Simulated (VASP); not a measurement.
Wanted: the native input for a VASP 6.6.1 run.

```
Task                   : single point
Functional             : LDA
Potentials or basis    : VASP PAW LDA potentials, release 64 (Zn, S)
Cutoff                 : 520 eV
k mesh                 : 6 × 6 × 4
Occupations            : gaussian, width 0.01 eV
Spin                   : no spin polarisation
Dipole correction      : no
Further INCAR settings : ALGO = Normal; EDIFF = 1e-06; NBANDS = 26
```

The structure of ZnS lies in POSCAR:

```
ZnS
1.0
    3.6634677879      0.0000000000      0.0000000000
   -1.8317338940      3.1726561703      0.0000000000
    0.0000000000      0.0000000000      6.2204714968
Zn S
2 2
Direct
    0.3333333333      0.6666666667      0.0088842482
    0.6666666667      0.3333333333      0.5088842482
    0.3333333333      0.6666666667      0.3761157518
    0.6666666667      0.3333333333      0.8761157518
```

This cell differs from its parent crystal: in-plane strain -0.02, then relaxed in part.

These files were run (other wordings do the same):

INCAR

```
PREC = Accurate
ENCUT = 520
EDIFF = 1E-6
ISMEAR = 0
SIGMA = 0.01
LREAL = F
LASPH = T
NELM = 80
ALGO = Normal
ISIF = 2
LWAVE = F
LCHARG = T
LELF = T
LVHAR = T
NBANDS = 26
```

KPOINTS

```
regular mesh
0
Gamma
  6 6 4
```

Potentials or basis: VASP PAW LDA potentials, release 64 (Zn, S).

Command:

```sh
$ cat potpaw_LDA.64/Zn/POTCAR potpaw_LDA.64/S/POTCAR > POTCAR
$ mpirun -np 1 vasp_std > vasp.out
```

It gave:

* Pressure: 2.7 GPa
* Band gap on the k mesh: 2.21 eV, direct

Caveat: the cell differs from its parent crystal (in-plane strain -0.02, then relaxed in part).

It took 25 s on 1 thread of Intel(R) Xeon(R) Platinum 8488C (Sapphire Rapids), on a shared host, peak memory 0.17 GiB.
